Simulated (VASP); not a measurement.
Set up this calculation in VASP 6.6.1, as the native input.

```yaml
Task: single point
Functional: PBE
Potentials_or_basis: VASP PAW PBE potentials, release 64 (Cu_sv_GW, O)
Cutoff: 820 eV
k_mesh: 10 × 10 × 10
Occupations: fermi-dirac, width 0.05 eV
Spin: no spin polarisation
Hubbard_terms: Cu d U = 1.0 eV
Dipole_correction: no
Further_INCAR_settings: ALGO = Normal; EDIFF = 1e-06; NBANDS = 20
```

The structure of CuO lies in POSCAR:

```
CuO
1.0
    2.6385595539      0.0000000000      0.0000000000
    0.0000000000      2.6385595539      0.0000000000
    0.0000000000      0.0000000000      2.6385595539
Cu O
1 1
Direct
    0.0000000000      0.0000000000      0.0000000000
    0.5000000000      0.5000000000      0.5000000000
```

These files were run (other wordings do the same):

INCAR

```
PREC = Accurate
ENCUT = 820
EDIFF = 1E-6
ISMEAR = -1
SIGMA = 0.05
LREAL = F
LASPH = T
NELM = 200
ALGO = Normal
ISIF = 2
LWAVE = F
LCHARG = F
LMAXMIX = 4
LDAU = T
LDAUTYPE = 2
LDAUL = 2 -1
LDAUU = 1 0
LDAUJ = 0 0
LDAUPRINT = 1
GGA = PE
NBANDS = 20
GGA_COMPAT = F
```

KPOINTS

```
regular mesh
0
Gamma
  10 10 10
```

Potentials or basis: VASP PAW PBE potentials, release 64 (Cu_sv_GW, O).

The run is started by

```console
$ cat potpaw_PBE.64/Cu_sv_GW/POTCAR potpaw_PBE.64/O/POTCAR > POTCAR
$ mpirun -np 1 vasp_std > vasp.out
```

Results of the run:

* Pressure: -0.9 GPa
* Band gap on the k mesh: zero (an odd number of electrons rules out a gap without spin polarisation)

Caveat: an odd number of electrons without spin polarisation forces a metal; a magnetic or distorted state may lie lower; U without spin polarisation on a metal has little footing.

Wall time 29 s on 1 thread of AMD EPYC 9R45 (Zen 5), with other jobs on the host, peak memory 0.17 GiB.
